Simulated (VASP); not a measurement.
# BiO5 (P6/mmm) in VASP: further runs, part 2 of 2

VASP 6.6.1. Earlier steps stand in the parts before.

**3. Single point, PBE**

This run uses another cell than the first one, of 13.38 Å³/atom, 1.049 times its volume.

Input file INCAR:

```
SYSTEM = BiO5
PREC = Accurate
ENCUT = 520
EDIFF = 1E-6
ISMEAR = 0
SIGMA = 0.1
LREAL = .False.
LASPH = .True.
NELM = 80
ALGO = Normal
ISIF = 2
LWAVE = .False.
LCHARG = .True.
GGA = PE
LELF = .True.
LVHAR = .True.
NBANDS = 32
```

Input file KPOINTS:

```
Automatic mesh
0
Gamma
  6 6 4
  0 0 0
```

Input file POSCAR:

```
BiO5
1.0
    4.8071142200      0.0000000000      0.0000000000
   -2.4035571100      4.1630830400      0.0000000000
    0.0000000000      0.0000000000      4.0127817700
Bi O
1 5
Direct
    0.0000000000      0.0000000000      0.0000000000
    0.3333333300      0.6666666700      0.0000000000
    0.6666666700      0.3333333300      0.0000000000
    0.5000000000      0.0000000000      0.5000000000
    0.5000000000      0.5000000000      0.5000000000
    0.0000000000      0.5000000000      0.5000000000
```

Potentials or basis: VASP PAW PBE potentials, release 64 (Bi_d, O).

Run with:

```bash
$ cat potpaw_PBE.64/Bi_d/POTCAR potpaw_PBE.64/O/POTCAR > POTCAR
$ mpirun -np 1 vasp_std > vasp.out
```

OUTCAR:

```text
SYSTEM = BiO5
   PREC = Accurate
   ENCUT = 520
   EDIFF = 1E-6
   ISMEAR = 0
   LREAL = .False.
   LASPH = .True.
   NELM = 80
   ISIF = 2
   GGA = PE

 ion  position               nearest neighbor table
   1  0.000  0.000  0.000-   2 2.78   3 2.78   3 2.78   2 2.78   3 2.78   2 2.78
   2  0.333  0.667  0.000-   1 2.78   1 2.78   1 2.78
   3  0.667  0.333  0.000-   1 2.78   1 2.78   1 2.78
   4  0.500  0.000  0.500-
   5  0.500  0.500  0.500-
   6  0.000  0.500  0.500-

  LATTYP: Found a hexagonal cell.
 ALAT       =     4.8071142200
 C/A-ratio  =     0.8347589814

  Lattice vectors:

 A1 = (   4.8071142200,   0.0000000000,   0.0000000000)
 A2 = (  -2.4035571100,   4.1630830400,   0.0000000000)
 A3 = (   0.0000000000,   0.0000000000,   4.0127817700)

Analysis of symmetry for initial positions (statically):
=====================================================================
 Subroutine PRICEL returns:
 Original cell was already a primitive cell.

 Routine SETGRP: Setting up the symmetry group for a
 hexagonal supercell.

 Subroutine GETGRP returns: Found 24 space group operations
 (whereof 24 operations were pure point group operations)
 out of a pool of 24 trial point group operations.

The static configuration has the point symmetry D_6h.

Analysis of symmetry for dynamics (positions and initial velocities):
=====================================================================
 Subroutine PRICEL returns:
 Original cell was already a primitive cell.

 Routine SETGRP: Setting up the symmetry group for a
 hexagonal supercell.

 Subroutine GETGRP returns: Found 24 space group operations
 (whereof 24 operations were pure point group operations)
 out of a pool of 24 trial point group operations.

The dynamic configuration has the point symmetry D_6h.

 Subroutine INISYM returns: Found 24 space group operations
[... 121 lines left out ...]
     AMIX_MAG =   1.60;   BMIX_MAG =  1.00
  volume/ion in A,a.u.               =      13.38        90.32
  Fermi-wavevector in a.u.,A,eV,Ry     =   1.349679  2.550524 24.784845  1.821635
  Thomas-Fermi vector in A             =   2.477246
   LORBIT       =      0    0 simple, 1 ext, 2 COOP (PROOUT), +10 PAW based schemes
   GGA     = PE    functional components
   LHFCALC =     F    Hartree Fock is set to
   AEXX    =    0.0000 exact exchange contribution
   IVDW    =     0    specifies the selected vdW correction
   LEPSILON=     F    determine dielectric tensor
   LRPA    =     F    only Hartree local field effects (RPA)
 non-spin polarized calculation
 Gauss-broadening in eV      SIGMA  =   0.10
  energy-cutoff  :      520.00
  volume of cell :       80.31
 maximum number of plane-waves:      2190
 NGX is ok and might be reduce to    36
   NGX = 17   NGY = 17   NGZ = 15

 number of electron      44.9999988 magnetization

 Free energy of the ion-electron system (eV)
  ---------------------------------------------------
  ext. energy  EPLUGINS =         0.00000000
  ---------------------------------------------------
  free energy    TOTEN  =       -20.73528878 eV

  energy without entropy =      -20.69669918  energy(sigma->0) =      -20.71599398

 E-fermi :   2.7770     XC(G=0): -10.5150

 val. band max:        2.7655252829   @ k =   0.3333   0.1667   0.5000
 cond. band min:       2.7781733734   @ k =   0.3333   0.3333   0.5000
 fundamental gap:      0.0126480905
 Fermi energy:         2.7770125391

 k-point     1 :       0.0000    0.0000    0.0000
  band No.  band energies     occupation
      1     -20.7884      2.00000
      2     -20.6991      2.00000
      3     -20.6991      2.00000
      4     -20.5479      2.00000
      5     -20.5479      2.00000
      6     -15.6299      2.00000
[... 724 lines left out ...]
     31      14.2355      0.00000
     32      16.8150      0.00000

------------------------ aborting loop because EDIFF is reached ----------------------------------------

  FORCE on cell =-STRESS in cart. coord.  units (eV):
  Direction    XX          YY          ZZ          XY          YZ          ZX
  --------------------------------------------------------------------------------------
  -------------------------------------------------------------------------------------
  Total      -11.4647879    -11.4647879     -6.2410398      0.0000000     -0.0000000      0.0000000
  in kB     -228.7344338   -228.7344346   -124.5152302      0.0000000     -0.0000000      0.0000000
  external PRESSURE =    -193.9946995 kB  Pullay stress =       0.0000000 kB

 VOLUME and BASIS-vectors are now :
 -----------------------------------------------------------------------------
  energy-cutoff  :      520.00
  volume of cell :       80.31
      direct lattice vectors                 reciprocal lattice vectors
     4.807114220  0.000000000  0.000000000     0.208025013  0.120103297  0.000000000
    -2.403557110  4.163083040  0.000000000     0.000000000  0.240206595  0.000000000
     0.000000000  0.000000000  4.012781770     0.000000000  0.000000000  0.249203684

 POSITION                                       TOTAL-FORCE (eV/Angst)
 -----------------------------------------------------------------------------------
      0.00000      0.00000      0.00000        -0.000000      0.000000      0.000000
     -0.00000      2.77539      0.00000        -0.000000      0.000000      0.000000
      2.40356      1.38769      0.00000         0.000000      0.000000      0.000000
      2.40356      0.00000      2.00639        -0.000000      0.000000      0.000000
      1.20178      2.08154      2.00639        -0.000000      0.000000      0.000000
     -1.20178      2.08154      2.00639        -0.000000      0.000000      0.000000
 -----------------------------------------------------------------------------------
    total drift:                               -0.000000      0.000000      0.000000

  FREE ENERGIE OF THE ION-ELECTRON SYSTEM (eV)
  ---------------------------------------------------
  free  energy   TOTEN  =       -20.7352887844 eV

  energy  without entropy=      -20.6966991775  energy(sigma->0) =      -20.71599398
```

OSZICAR:

```text
N       E                     dE             d eps       ncg     rms          rms(c)
DAV:   1     0.439978095849E+03    0.43998E+03   -0.22806E+04  1360   0.153E+03
DAV:   2     0.237421476468E+02   -0.41624E+03   -0.39257E+03  1584   0.444E+02
DAV:   3    -0.221270711495E+02   -0.45869E+02   -0.43765E+02  1472   0.140E+02
DAV:   4    -0.236474956475E+02   -0.15204E+01   -0.15113E+01  1584   0.279E+01
DAV:   5    -0.236946100889E+02   -0.47114E-01   -0.47107E-01  1864   0.490E+00    0.937E+00
DAV:   6    -0.230375156680E+02    0.65709E+00   -0.10779E+01  1944   0.204E+01    0.190E+01
DAV:   7    -0.213841325939E+02    0.16534E+01   -0.28128E+01  1440   0.111E+01    0.660E+00
DAV:   8    -0.208578751135E+02    0.52626E+00   -0.61243E-01  1600   0.480E+00    0.329E+00
DAV:   9    -0.207486141430E+02    0.10926E+00   -0.22743E-01  1560   0.282E+00    0.126E+00
DAV:  10    -0.207352858468E+02    0.13328E-01   -0.39832E-02  1592   0.136E+00    0.259E-01
DAV:  11    -0.207352508434E+02    0.35003E-04   -0.39674E-03  1648   0.431E-01    0.165E-01
DAV:  12    -0.207352935096E+02   -0.42666E-04   -0.64345E-04  1576   0.174E-01    0.435E-02
DAV:  13    -0.207352923932E+02    0.11164E-05   -0.16447E-04  1704   0.750E-02    0.218E-02
DAV:  14    -0.207352893706E+02    0.30226E-05   -0.29857E-05  1544   0.323E-02    0.672E-03
DAV:  15    -0.207352887844E+02    0.58618E-06   -0.30959E-06  1376   0.134E-02
   1 F= -.20735289E+02 E0= -.20715994E+02  d E =-.385896E-01
```

stdout:

```text
POSCAR found type information on POSCAR BiO
 POSCAR found :  2 types and       6 ions
 scaLAPACK will be used
 LDA part: xc-table for (Slater+PW92), standard interpolation
 POSCAR, INCAR and KPOINTS ok, starting setup
 FFT: planning ... GRIDC
 FFT: planning ... GRID_SOFT
 FFT: planning ... GRID
 WAVECAR not read
 entering main loop
```

Run time: 73 s. Hardware: 1 thread of AMD EPYC 7R43 (Zen 3), shared host; peak memory 0.16 GiB.

What came out:

```
Free energy : -20.7353 eV
Pressure    : -19.4 GPa
```

Caveat: the k points lie up to 0.39 Å⁻¹ apart; spin-orbit coupling is left out, which moves the levels of the heavy elements; an odd number of electrons without spin polarisation forces a metal; a magnetic or distorted state may lie lower.

**4. Single point, PBE**

This run uses another cell than the first one, of 13.05 Å³/atom, 1.023 times its volume.

Input file INCAR:

```
SYSTEM = BiO5
PREC = Accurate ; ENCUT = 520
EDIFF = 1E-7 ; ISMEAR = 0
SIGMA = 0.1 ; LREAL = .False.
LASPH = .True. ; NELM = 60
ALGO = Normal ; ISIF = 2
LWAVE = .False. ; LCHARG = .False.
GGA = PE ; NBANDS = 32
```

Input file KPOINTS:

```
Automatic mesh
0
Gamma
  12 12 6
  0 0 0
```

Input file POSCAR:

```
BiO5
1.0
    3.8993852049      0.0000000000      0.0000000000
   -1.9496926024      3.3769666465      0.0000000000
    0.0000000000      0.0000000000      5.9477378089
Bi O
1 5
Direct
    0.0000000000      0.0000000000      0.0000000000
    0.3333333333      0.6666666667      0.0000000000
    0.6666666667      0.3333333333      0.0000000000
    0.5000000000      0.0000000000      0.5000000000
    0.5000000000      0.5000000000      0.5000000000
    0.0000000000      0.5000000000      0.5000000000
```

Run with:

```bash
$ cat potpaw_PBE.64/Bi_d/POTCAR potpaw_PBE.64/O/POTCAR > POTCAR
$ mpirun -np 1 vasp_std > vasp.out
```

Run time: 6.9 min. Hardware: 1 thread of AMD EPYC 7R43 (Zen 3), shared host; peak memory 0.25 GiB.

It converged, with:

| Property | Result |
| --- | --- |
| Free energy | -23.6802 eV |
| Pressure | 0.1 GPa |

Stress tensor (GPa, compression positive):
```
 0.28  0.00  0.00
 0.00  0.28  0.00
 0.00  0.00 -0.27
```

Levels at points of the mesh, in eV from the Fermi level:
| k point | band 19 | band 20 | band 21 | band 22 | band 23 | band 24 | band 25 | band 26 | band 27 | band 28 |
| --- | --- | --- | --- | --- | --- | --- | --- | --- | --- | --- |
| (0.00, 0.00, 0.00) | -2.85 | -2.25 | -0.39 | 0.01 | 0.01 | 2.47 | 3.49 | 3.49 | 3.90 | 8.22 |
| (0.50, 0.00, 0.00) | -1.11 | -0.86 | -0.69 | -0.62 | -0.09 | 0.08 | 0.40 | 2.22 | 3.28 | 6.52 |
| (0.00, 0.00, 0.50) | -2.88 | -2.88 | -0.36 | 0.04 | 0.04 | 2.47 | 3.37 | 3.49 | 3.49 | 8.22 |
| (0.50, 0.00, 0.50) | -1.31 | -1.11 | -0.85 | -0.61 | -0.05 | 0.08 | 0.37 | 2.25 | 3.28 | 6.96 |

Caveat: spin-orbit coupling is left out, which moves the levels of the heavy elements; an odd number of electrons without spin polarisation forces a metal; a magnetic or distorted state may lie lower.

**5. Overview**

| cell | k mesh | gap on the mesh (eV) | pressure (GPa) |
| --- | --- | --- | --- |
| a = 3.877, b = 3.877, c = 5.882 Å, angles 90.0, 90.0, 120.0°, 6 atoms | 6 × 6 × 4 | none | 0.2 |
| a = 4.807, b = 4.807, c = 4.013 Å, angles 90.0, 90.0, 120.0°, 6 atoms | 6 × 6 × 4 | none | -19.4 |
| a = 3.899, b = 3.899, c = 5.948 Å, angles 90.0, 90.0, 120.0°, 6 atoms | 12 × 12 × 6 | none | 0.1 |

Alike in all rows: task single point; level PBE; potentials or basis VASP PAW PBE potentials, release 64 (Bi_d, O); no spin polarisation; cutoff (eV) 520; smearing gaussian 0.1 eV.

Caveats: some runs use coarse meshes; spin-orbit coupling is left out, which moves the levels of the heavy elements; an odd number of electrons without spin polarisation forces a metal; a magnetic or distorted state may lie lower.

Absolute energies hang on the potentials; compare differences alone.
